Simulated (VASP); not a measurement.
# Pd in VASP: a series of runs

The runs below take Pd through single point, with LDA.

All numbers are computed with VASP 6.6.1; they aren't measurements. Logs are shortened: lines on timing, memory, paths and dates and some standing lists are left out, and cuts for length are marked.

### 1 The cell of the first run

Symmetry: Fm-3m, No. 225, cubic system. The conventional cell has a = 3.841 Å, b = 3.841 Å, c = 3.841 Å, α = 90.00°, β = 90.00°, γ = 90.00°. Pd (site symmetry m-3m) has 12 Pd at 2.72 Å within 3.6 Å.

### 2 Single point, LDA, collinear spin (14.16 Å³/atom)

INCAR reads:

```
SYSTEM = Pd
PREC = Accurate
ENCUT = 520
EDIFF = 1E-6
ISMEAR = -1
SIGMA = 0.05
LREAL = .False.
LASPH = .True.
NELM = 150
ALGO = Normal
ISIF = 2
LWAVE = .False.
LCHARG = .True.
ISPIN = 2
MAGMOM = 0.5
LORBIT = 11
LMAXMIX = 4
GGA = CA
LELF = .True.
LVHAR = .True.
NBANDS = 15
```

KPOINTS reads:

```
Automatic mesh
0
Gamma
  23 23 23
  0 0 0
```

POSCAR reads:

```
Pd
1.0
    0.0000000000      1.9202770907      1.9202770907
    1.9202770907      0.0000000000      1.9202770907
    1.9202770907      1.9202770907      0.0000000000
Pd
1
Direct
    0.0000000000      0.0000000000      0.0000000000
```

Potentials or basis: VASP PAW LDA potentials, release 64 (Pd).

Started as:

```
> cat potpaw_LDA.64/Pd/POTCAR > POTCAR
> mpirun -np 1 vasp_std > vasp.out
```

OUTCAR:

```text
SYSTEM = Pd
   PREC = Accurate
   ENCUT = 520
   EDIFF = 1E-6
   ISMEAR = -1
   LREAL = .False.
   LASPH = .True.
   NELM = 150
   ISIF = 2
   ISPIN = 2
   LORBIT = 11
   GGA = CA

 ion  position               nearest neighbor table
   1  0.000  0.000  0.000-

  LATTYP: Found a face centered cubic cell.
 ALAT       =     3.8405541814

  Lattice vectors:

 A1 = (   0.0000000000,   1.9202770907,   1.9202770907)
 A2 = (   1.9202770907,   0.0000000000,   1.9202770907)
 A3 = (   1.9202770907,   1.9202770907,   0.0000000000)

Analysis of symmetry for initial positions (statically):
=====================================================================
 Subroutine PRICEL returns:
 Original cell was already a primitive cell.

 Routine SETGRP: Setting up the symmetry group for a
 face centered cubic supercell.

 Subroutine GETGRP returns: Found 48 space group operations
 (whereof 48 operations were pure point group operations)
 out of a pool of 48 trial point group operations.

The static configuration has the point symmetry O_h .

Analysis of symmetry for dynamics (positions and initial velocities):
=====================================================================
 Subroutine PRICEL returns:
 Original cell was already a primitive cell.

 Routine SETGRP: Setting up the symmetry group for a
 face centered cubic supercell.

 Subroutine GETGRP returns: Found 48 space group operations
 (whereof 48 operations were pure point group operations)
 out of a pool of 48 trial point group operations.

The dynamic configuration has the point symmetry O_h .

Analysis of structural, dynamic, and magnetic symmetry:
=====================================================================
 Subroutine PRICEL returns:
 Original cell was already a primitive cell.

 Routine SETGRP: Setting up the symmetry group for a
 face centered cubic supercell.

 Subroutine GETGRP returns: Found 48 space group operations
 (whereof 48 operations were pure point group operations)
 out of a pool of 48 trial point group operations.

The overall configuration has the point symmetry O_h .

 Subroutine INISYM returns: Found 48 space group operations
 (whereof 48 operations are pure point group operations),
 and found     1 'primitive' translations

----------------------------------------------------------------------------------------

                                     Primitive cell

  volume of cell :      14.1619

  direct lattice vectors                    reciprocal lattice vectors
     0.000000000  1.920277091  1.920277091    -0.260379089  0.260379089  0.260379089
[... 123 lines left out ...]
 Free energy of the ion-electron system (eV)
  ---------------------------------------------------
  ext. energy  EPLUGINS =         0.00000000
  ---------------------------------------------------
  free energy    TOTEN  =        -6.50427268 eV

  energy without entropy =       -6.48612542  energy(sigma->0) =       -6.49519905

 E-fermi :  10.3022     XC(G=0): -13.7679

 val. band max:       10.3014768261   @ k =  -0.3913   0.3913   0.0435
 cond. band min:      10.3022120204   @ k =  -0.4783   0.2174   0.0435
 fundamental gap:      0.0007351943
 Fermi energy:        10.3021682594

 spin component 1

 k-point     1 :       0.0000    0.0000    0.0000
  band No.  band energies     occupation
      1       2.7477      1.00000
      2       7.2377      1.00000
      3       7.2377      1.00000
      4       7.2377      1.00000
      5       8.9966      1.00000
      6       8.9966      1.00000
      7      27.4440      0.00000
      8      32.3992      0.00000
      9      32.3992      0.00000
     10      32.3992      0.00000
     11      35.9152      0.00000
     12      38.0393      0.00000
     13      41.6840      0.00000
     14      41.6840      0.00000
[... 403 lines left out ...]
      4       9.8586      0.99986
      5      10.2688      0.66088
      6      11.6436      0.00000
      7      17.8947      0.00000
      8      26.8901      0.00000
      9      31.2746      0.00000
     10      31.5343      0.00000
     11      35.9414      0.00000
     12      38.4052      0.00000
     13      38.4459      0.00000
     14      42.2994      0.00000
     15      44.3609      0.00000

 [... further k-points ...]

 spin component 2

 k-point     1 :       0.0000    0.0000    0.0000
  band No.  band energies     occupation
      1       2.7481      1.00000
      2       7.2390      1.00000
      3       7.2390      1.00000
      4       7.2390      1.00000
      5       8.9979      1.00000
      6       8.9979      1.00000
      7      27.4443      0.00000
      8      32.3995      0.00000
      9      32.3995      0.00000
     10      32.3995      0.00000
     11      35.9181      0.00000
     12      38.0394      0.00000
     13      41.6847      0.00000
     14      41.6847      0.00000
[... 403 lines left out ...]
      4       9.8598      0.99986
      5      10.2703      0.65426
      6      11.6442      0.00000
      7      17.8957      0.00000
      8      26.8903      0.00000
      9      31.2751      0.00000
     10      31.5348      0.00000
     11      35.9443      0.00000
     12      38.4057      0.00000
     13      38.4464      0.00000
     14      42.2999      0.00000
     15      44.3613      0.00000

 [... further k-points ...]

------------------------ aborting loop because EDIFF is reached ----------------------------------------

  FORCE on cell =-STRESS in cart. coord.  units (eV):
  Direction    XX          YY          ZZ          XY          YZ          ZX
  --------------------------------------------------------------------------------------
  -------------------------------------------------------------------------------------
  Total        0.0008157      0.0008157      0.0008157      0.0000000      0.0000000      0.0000000
  in kB        0.0922852      0.0922852      0.0922852      0.0000000      0.0000000      0.0000000
  external PRESSURE =       0.0922852 kB  Pullay stress =       0.0000000 kB

 VOLUME and BASIS-vectors are now :
 -----------------------------------------------------------------------------
  energy-cutoff  :      520.00
  volume of cell :       14.16
      direct lattice vectors                 reciprocal lattice vectors
     0.000000000  1.920277091  1.920277091    -0.260379089  0.260379089  0.260379089
     1.920277091  0.000000000  1.920277091     0.260379089 -0.260379089  0.260379089
     1.920277091  1.920277091  0.000000000     0.260379089  0.260379089 -0.260379089

 POSITION                                       TOTAL-FORCE (eV/Angst)
 -----------------------------------------------------------------------------------
      0.00000      0.00000      0.00000         0.000000     -0.000000     -0.000000
 -----------------------------------------------------------------------------------
    total drift:                                0.000000      0.000000      0.000000

  FREE ENERGIE OF THE ION-ELECTRON SYSTEM (eV)
  ---------------------------------------------------
  free  energy   TOTEN  =        -6.5042726763 eV

  energy  without entropy=       -6.4861254179  energy(sigma->0) =       -6.49519905

 total charge

# of ion       s       p       d       tot
------------------------------------------
    1        0.514   0.529   8.485   9.528

 magnetization (x)

# of ion       s       p       d       tot
------------------------------------------
    1       -0.000  -0.000   0.002   0.002
```

OSZICAR:

```text
N       E                     dE             d eps       ncg     rms          rms(c)
DAV:   1     0.456501950912E+02    0.45650E+02   -0.45456E+03 21999   0.593E+02
DAV:   2    -0.602016789598E+01   -0.51670E+02   -0.49454E+02 27881   0.162E+02
DAV:   3    -0.684065180230E+01   -0.82048E+00   -0.81767E+00 28833   0.201E+01
DAV:   4    -0.684294801735E+01   -0.22962E-02   -0.22960E-02 25970   0.112E+00
DAV:   5    -0.684296175579E+01   -0.13738E-04   -0.13738E-04 28823   0.771E-02    0.922E+00
DAV:   6    -0.652493221670E+01    0.31803E+00   -0.11650E+00 31346   0.685E+00    0.436E+00
DAV:   7    -0.650935449198E+01    0.15578E-01   -0.20521E-02 29166   0.818E-01    0.225E+00
DAV:   8    -0.650425360962E+01    0.51009E-02   -0.11866E-03 30653   0.246E-01    0.919E-01
DAV:   9    -0.650421263773E+01    0.40972E-04   -0.30697E-04 28162   0.101E-01    0.740E-02
DAV:  10    -0.650423985126E+01   -0.27214E-04   -0.29099E-05 30476   0.293E-02    0.437E-02
DAV:  11    -0.650426920144E+01   -0.29350E-04   -0.42568E-05 29379   0.320E-02    0.200E-02
DAV:  12    -0.650427232904E+01   -0.31276E-05   -0.49014E-06 26882   0.121E-02    0.496E-03
DAV:  13    -0.650427267625E+01   -0.34721E-06   -0.36465E-07 18998   0.314E-03
   1 F= -.65042727E+01 E0= -.64951990E+01  d E =-.181473E-01  mag=    -0.0002
```

Run time: 54 s. Hardware: 1 thread of Intel Xeon 6975P-C (Granite Rapids), shared host; peak memory 0.21 GiB.

What came out:

- Free energy: -6.5043 eV
- Pressure: 0.0 GPa
- Band gap on the k mesh: zero (filled and empty bands overlap)
- Net moment: 0.00 μB per cell
- Valence electrons inside the program's atomic spheres: Pd 9.53

### 3 Single point, LDA, collinear spin (12.46 Å³/atom)

INCAR reads:

```
SYSTEM = Pd
PREC     = Accurate       ! precision mode
ENCUT    = 520            ! plane-wave cutoff, eV
EDIFF    = 1E-7           ! SCF threshold, eV
ISMEAR   = -1             ! smearing method
SIGMA    = 0.05           ! smearing width, eV
LREAL    = .False.        ! projectors in reciprocal space
LASPH    = .True.         ! aspherical terms in the spheres
NELM     = 150            ! most SCF steps
ALGO     = Normal         ! electronic algorithm
ISIF     = 2              ! what is computed and relaxed
LWAVE    = .False.        ! write WAVECAR
LCHARG   = .False.        ! write CHGCAR
ISPIN    = 2              ! spin polarisation
MAGMOM   = 0.5 -0.5       ! initial moments
LORBIT   = 11             ! projections on sites
LMAXMIX  = 4              ! l up to which the mixer works
GGA      = CA             ! functional
NBANDS   = 21             ! bands
```

KPOINTS reads:

```
Automatic mesh
0
Gamma
  19 19 14
  0 0 0
```

POSCAR reads:

```
Pd
1.0
    2.6071752119      0.0000000000      0.0000000000
    0.0000000000      2.6071752119      0.0000000000
    0.0000000000      0.0000000000      3.6652559870
Pd
2
Direct
    1.0000000000      0.0000000000      0.0000000000
    0.5000000000      0.5000000000      0.5000000000
```

Potentials or basis: VASP PAW LDA potentials, release 64 (Pd).

Started as:

```
> cat potpaw_LDA.64/Pd/POTCAR > POTCAR
> mpirun -np 1 vasp_std > vasp.out
```

Wall time 2.2 min (1 thread of Intel Xeon 6975P-C (Granite Rapids), shared host); peak memory 0.38 GiB.

The run converged. Its results:

```yaml
Free_energy: -12.6186 eV
Pressure: 41.1 GPa
Band_gap_on_the_k_mesh: zero (filled and empty bands overlap)
Net_moment: 0.00 μB per cell
Valence_electrons_inside_the_program's_atomic_spheres: Pd 9.88
```

Stress tensor (GPa, compression positive):
```
40.96  0.00  0.00
 0.00 40.96  0.00
 0.00  0.00 41.52
```

Levels at points of the mesh, in eV from the Fermi level:
Spin up:
| k point | band 8 | band 9 | band 10 | band 11 | band 12 | band 13 |
| --- | --- | --- | --- | --- | --- | --- |
| (0.00, 0.00, 0.00) | -1.58 | -0.04 | 0.41 | 0.41 | 3.34 | 12.75 |
| (0.00, 0.00, 0.50) | -2.12 | -2.12 | -2.12 | -0.89 | -0.89 | 19.36 |
Spin down:
| k point | band 7 | band 8 | band 9 | band 10 | band 11 | band 12 | band 13 | band 14 |
| --- | --- | --- | --- | --- | --- | --- | --- | --- |
| (0.00, 0.00, 0.00) | -1.65 | -1.58 | -0.04 | 0.41 | 0.41 | 3.34 | 12.75 | 13.88 |
| (0.00, 0.00, 0.50) | -2.12 | -2.12 | -2.12 | -2.12 | -0.89 | -0.89 | 19.36 | 19.36 |

Caveat: the cell stands under pressure.

### 4 Single point, LDA, collinear spin

This run uses another cell than the first one: it holds 2 atoms, not 1.

Changes to INCAR since step 3:

```diff
@@ -3,3 +3,3 @@
 ENCUT    = 520            ! plane-wave cutoff, eV
-EDIFF    = 1E-7           ! SCF threshold, eV
+EDIFF    = 1E-6           ! SCF threshold, eV
 ISMEAR   = -1             ! smearing method
@@ -17,3 +17,2 @@
 LMAXMIX  = 4              ! l up to which the mixer works
-GGA      = CA             ! functional
 NBANDS   = 21             ! bands
```

KPOINTS is that of step 3.

POSCAR reads:

```
Pd
1.0
    2.7206707925      0.0000000000      0.0000000000
    0.0000000000      2.7206707925      0.0000000000
    0.0000000000      0.0000000000      3.8248119517
Pd
2
Direct
    1.0000000000      0.0000000000      0.0000000000
    0.5000000000      0.5000000000      0.5000000000
```

Started as:

```
> cat potpaw_LDA.64/Pd/POTCAR > POTCAR
> mpirun -np 1 vasp_std > vasp.out
```

It took 8.3 min on 1 thread of AMD EPYC 7R43 (Zen 3), shared host; peak memory 0.37 GiB.

It converged, with:

* Free energy: -13.0051 eV
* Pressure: 0.2 GPa
* Band gap on the k mesh: zero (filled and empty bands overlap)
* Net moment: 0.00 μB per cell
* Valence electrons inside the program's atomic spheres: Pd 9.53

Stress tensor (GPa, compression positive):
```
0.08 0.00 0.00
0.00 0.08 0.00
0.00 0.00 0.51
```

Levels at points of the mesh, in eV from the Fermi level:
Spin up:
| k point | band 6 | band 7 | band 8 | band 9 | band 10 | band 11 | band 12 | band 13 | band 14 | band 15 |
| --- | --- | --- | --- | --- | --- | --- | --- | --- | --- | --- |
| (0.00, 0.00, 0.00) | -3.04 | -1.35 | -1.29 | -0.04 | 0.31 | 0.31 | 3.32 | 11.25 | 13.20 | 13.20 |
| (0.00, 0.00, 0.50) | -1.96 | -1.71 | -1.71 | -1.71 | -1.71 | -0.73 | -0.73 | 18.39 | 18.39 | 18.39 |
Spin down:
```
           k point  band 7  band 8  band 9  band 10  band 11  band 12  band 13  band 14
(0.00, 0.00, 0.00)   -1.35   -1.29   -0.04     0.31     0.31     3.32    11.25    13.20
(0.00, 0.00, 0.50)   -1.71   -1.71   -1.71    -1.71    -0.73    -0.73    18.39    18.39
```

### 5 Single point, LDA, non-collinear spin, typed start, spin-orbit coupling

This run uses another cell than the first one: it holds 2 atoms, not 1.

INCAR reads:

```
SYSTEM = Pd
PREC     = Accurate       ! precision mode
ENCUT    = 520            ! plane-wave cutoff, eV
EDIFF    = 1E-6           ! SCF threshold, eV
ISMEAR   = -1             ! smearing method
SIGMA    = 0.05           ! smearing width, eV
LREAL    = .FALSE.        ! projectors in reciprocal space
LASPH    = .TRUE.         ! aspherical terms in the spheres
NELM     = 150            ! most SCF steps
ALGO     = Normal         ! electronic algorithm
ISIF     = 2              ! what is computed and relaxed
LWAVE    = .FALSE.        ! write WAVECAR
LCHARG   = .FALSE.        ! write CHGCAR
MAGMOM   = 0 0 0.5 0 0 -0.5 ! initial moments
LORBIT   = 11             ! projections on sites
LSORBIT  = .TRUE.         ! spin-orbit coupling
GGA_COMPAT= .FALSE.      
LORBMOM  = .TRUE.       
LMAXMIX  = 4              ! l up to which the mixer works
NBANDS   = 32             ! bands
```

KPOINTS reads:

```
regular mesh
0
G
  12 12 8
  0 0 0
```

POSCAR is that of step 4.

Started as:

```
> cat potpaw_LDA.64/Pd/POTCAR > POTCAR
> mpirun -np 1 vasp_ncl > vasp.out
```

It took 3.1 min on 1 thread of Oxide Virtual Turin-like, shared host; peak memory 0.24 GiB.

Results (log left out):

| Item | Value |
| --- | --- |
| Free energy | -13.0990 eV |
| Pressure | 0.2 GPa |
| Net moment | 0.00 μB per cell |
| Valence electrons inside the program's atomic spheres | Pd 9.53 |

Stress tensor (GPa, compression positive):
```
0.22 0.00 0.00
0.00 0.22 0.00
0.00 0.00 0.31
```

Moments on the atoms (μB; x, y, z):
```
Pd  0.00 0.00 0.00
Pd  0.00 0.00 0.00
```

### 6 The runs side by side

```tsv
spin	cell	k mesh	gap on the mesh (eV)	pressure (GPa)	moment (μB)
collinear	a = 2.716 Å, angles 60.0°, 1 atom, atomic positions A	23 × 23 × 23	none	0.0	0.00
collinear	a = 2.607, b = 2.607, c = 3.665 Å, 2 atoms, atomic positions B	19 × 19 × 14	none	41.1	0.00
collinear	a = 2.721, b = 2.721, c = 3.825 Å, 2 atoms, atomic positions B	19 × 19 × 14	none	0.2	0.00
non-collinear, typed start, SOC	a = 2.721, b = 2.721, c = 3.825 Å, 2 atoms, atomic positions B	12 × 12 × 8	-	0.2	0.00
```

Alike in all rows: task single point; level LDA; potentials or basis VASP PAW LDA potentials, release 64 (Pd); cutoff (eV) 520; smearing fermi-dirac 0.05 eV.

Caveats: the cell stands under pressure (at least some runs).

Total energies depend on the potentials used, so only differences within one code and one set of settings carry meaning.
